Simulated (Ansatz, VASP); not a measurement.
**Hg in VASP and in Ansatz**

```xyz
1
Lattice="1.8779 1.0842 2.1547 -1.8779 1.0842 2.1547 0.0000 -2.1684 2.1547" Properties=species:S:1:pos:R:3 pbc="T T T"
Hg    0.0000    0.0000    0.0000
```

Alike in both runs: task single point; functional r2SCAN; k mesh 11 × 11 × 11; occupations methfessel-paxton of order 1, width 0.2 eV; no spin polarisation.

|  | VASP | Ansatz |
| --- | --- | --- |
| version | VASP 6.6.1 | Ansatz 0.2.0 |
| potentials or method | VASP PAW PBE potentials, release 64 (Hg), cutoff 520 eV | plane waves (500 eV) with PAW, scalar-relativistic |
| valence electrons in the cell | 12 | 20 |

Ansatz gave:

- pressure (GPa): 0.1
- traceless stress, the component that is largest in VASP (GPa): 0.18

Task: What did VASP give for the same quantities?

Result: Pressure (GPa): 0.4; traceless stress, the component that is largest in VASP (GPa): 0.32.

VASP's potentials were made for PBE, not for r2SCAN. The functional is the same, so the differences come from potentials, cutoffs and numerics. VASP's potentials hold 12 valence electrons a cell and Ansatz's 20, so a difference there can come from the potentials and not from the codes.

Neither program's run includes spin-orbit coupling.
